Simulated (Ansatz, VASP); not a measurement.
One calculation of Ni, two programs

```
Ni
1.0
     1.76026    1.76026    0.00000
    -1.76026    1.76026    0.00000
     0.00000    0.00000    3.52052
Ni
2
Cartesian
  0.0000 0.0000 0.0000
  0.0000 1.7603 1.7603
```

Alike in both runs: task single point; functional PBE; k mesh 16 × 16 × 12; occupations fermi-dirac, width 0.1 eV; collinear spin.

|  | VASP | Ansatz |
| --- | --- | --- |
| version | VASP 6.6.1 | Ansatz 0.2.0 |
| potentials or method | VASP PAW PBE potentials, release 64 (Ni), cutoff 520 eV | all-electron LAPW, scalar-relativistic |

Ansatz gave:

| Property | Result |
| --- | --- |
| pressure (GPa) | 0.0 |
| traceless stress, the component that is largest in VASP (GPa) | 0.05 |
| net moment per atom (μB) | 0.62 |
| size of the moment on the site where the two differ most (μB) | 0.65 |

Q: Which values does VASP return?

A: Pressure (GPa): -0.1; traceless stress, the component that is largest in VASP (GPa): 0.05; net moment per atom (μB): 0.61; size of the moment on the site where the two differ most (μB): 0.62.

Site moments also hang on the region over which each program counts them. Ansatz ran all-electron here, and VASP with PAW potentials.
